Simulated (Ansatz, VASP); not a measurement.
Two plane-wave programs on Pt

Contents of INCAR:

```
ALGO = Fast
EDIFF = 1E-7
ENCUT = 520
GGA = PE
ISIF = 2
ISMEAR = 0
LASPH = T
LCHARG = T
LELF = T
LREAL = F
LVHAR = T
LWAVE = F
NBANDS = 39
NELM = 80
PREC = Accurate
SIGMA = 0.1
```

File KPOINTS:

```
k-points
0
Gamma
  30 30 8
```

The input POSCAR:

```
Pt
1.0
    2.7742965467      0.0000000000      0.0000000000
   -1.3871482733      2.4026112870      0.0000000000
    0.0000000000      0.0000000000     14.1418140043
Pt
6
Direct
    0.0000000000      0.0000000000      0.0000000000
    0.3333333333      0.6666666667      0.1659179391
    0.6666666667      0.3333333333      0.3319321784
    0.3333333333      0.6666666667      0.5000000000
    0.6666666667      0.3333333333      0.6680678216
    0.3333333333      0.6666666667      0.8340820609
```

Input for Ansatz:

```yaml
crystal:
  lattice:
    - [2.7742965467, 0.0, 0.0]
    - [-1.3871482733, 2.402611287, 0.0]
    - [0.0, 0.0, 14.1418140043]
  atoms:
    - { symbol: Pt, position: [0.0, 0.0, 0.0] }
    - { symbol: Pt, position: [0.3333333333, 0.6666666667, 0.1659179391] }
    - { symbol: Pt, position: [0.6666666667, 0.3333333333, 0.3319321784] }
    - { symbol: Pt, position: [0.3333333333, 0.6666666667, 0.5] }
    - { symbol: Pt, position: [0.6666666667, 0.3333333333, 0.6680678216] }
    - { symbol: Pt, position: [0.3333333333, 0.6666666667, 0.8340820609] }
basis:
  ecutwfc: 420
kpoints:
  mp_grid: { grid: [30, 30, 8] }
hamiltonian:
  xc: pbe
scf:
  occupations: { method: gaussian, width: 0.1 }
output:
  forces: true
  stress: true
  eigenvalues: true
```

Alike in both runs: task single point; functional PBE; k mesh 30 × 30 × 8; occupations gaussian, width 0.1 eV; no spin polarisation.

|  | VASP | Ansatz |
| --- | --- | --- |
| version | VASP 6.6.1 | Ansatz 0.2.0 |
| potentials or method | VASP PAW PBE potentials, release 64 (Pt), cutoff 520 eV | scalar-relativistic, plane waves, PAW |
| valence electrons in the cell | 60 | 108 |

```csv
,VASP,Ansatz,Ansatz less VASP
gap on the k mesh at the Fermi level (eV),none,none,-
pressure (GPa),-0.5,0.0,+0.48
"traceless stress, the component that is largest in VASP (GPa)",-0.37,-0.31,+0.060
```

A gap of «none» marks a metal or a gap that the smearing closes. The functional is the same, so the differences come from potentials, cutoffs and numerics. VASP's potentials hold 60 valence electrons a cell and Ansatz's 108, so a difference there can come from the potentials and not from the codes.

Spin-orbit coupling is off throughout.
